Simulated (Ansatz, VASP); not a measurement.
## Ti3Al in VASP and in Ansatz

File POSCAR:

```
Ti3Al
1.0
    0.0000000000      3.2317810000      3.2317810000
    3.2317810000      0.0000000000      3.2317810000
    3.2317810000      3.2317810000      0.0000000000
Ti Al
3 1
Direct
    0.7500000000      0.7500000000      0.7500000000
    0.2500000000      0.2500000000      0.2500000000
    0.0000000000      0.0000000000      0.0000000000
    0.5000000000      0.5000000000      0.5000000000
```

File INCAR.step1:

```
  PREC = Accurate
  ENCUT = 520
  ISMEAR = 0
  SIGMA = 0.1
  LREAL = F
  LASPH = T
  NELM = 150
  ISPIN = 2
  MAGMOM = 1 1 1 0
  LMAXMIX = 4
  NBANDS = 32
  GGA = PE
  ALGO = Normal
  EDIFF = 1E-4
  LWAVE = T
  LCHARG = F
```

Contents of INCAR.step2:

```
  PREC = Accurate
  ENCUT = 520
  EDIFF = 1E-6
  ISMEAR = 0
  SIGMA = 0.1
  LREAL = F
  LASPH = T
  NELM = 150
  ALGO = Normal
  ISIF = 2
  LWAVE = F
  LCHARG = T
  ISPIN = 2
  MAGMOM = 1 1 1 0
  LORBIT = 11
  LMAXMIX = 4
  METAGGA = R2SCAN
  LMIXTAU = T
  LELF = T
  LVHAR = T
  NBANDS = 32
  ISTART = 1
```

The input KPOINTS:

```
regular mesh
0
Gamma
  6 6 6
```

Input for Ansatz:

```yaml
crystal:
  lattice:
    - [0.0, 3.231781, 3.231781]
    - [3.231781, 0.0, 3.231781]
    - [3.231781, 3.231781, 0.0]
  atoms:
    - { symbol: Ti, position: [0.75, 0.75, 0.75], spin: 1.0 }
    - { symbol: Ti, position: [0.25, 0.25, 0.25], spin: 1.0 }
    - { symbol: Ti, position: [0.0, 0.0, 0.0], spin: 1.0 }
    - { symbol: Al, position: [0.5, 0.5, 0.5] }
basis:
  ecutwfc: 500
kpoints:
  mp_grid: { grid: [6, 6, 6] }
hamiltonian:
  xc: r2scan
scf:
  occupations: { method: gaussian, width: 0.1 }
  lower_state_search: "off"
output:
  forces: true
  stress: true
  eigenvalues: true
  populations: true
magnetization:
  spin_polarized: true
```

Alike in both runs: task single point; functional r2SCAN; k mesh 6 × 6 × 6; occupations gaussian, width 0.1 eV; collinear spin.

|  | VASP | Ansatz |
| --- | --- | --- |
| version | VASP 6.6.1 | Ansatz 0.2.0 |
| potentials or method | VASP PAW PBE potentials, release 64 (Ti_sv, Al), cutoff 520 eV | scalar-relativistic, plane waves, PAW |
| valence electrons in the cell | 39 | 39 |

|  | VASP | Ansatz | Ansatz less VASP |
| --- | --- | --- | --- |
| gap on the k mesh at the Fermi level (eV) | none | none | - |
| pressure (GPa) | 0.1 | -0.2 | -0.28 |
| net moment per atom (μB) | 0.63 | 0.62 | -0.002 |
| size of the moment on the site where the two differ most (μB) | 0.04 | 0.06 | +0.018 |

VASP's potentials were made for PBE, not for r2SCAN. Site moments also hang on the region over which each program counts them. A gap of «none» marks a metal or a gap that the smearing closes. Ansatz's warnings: stability check not made.
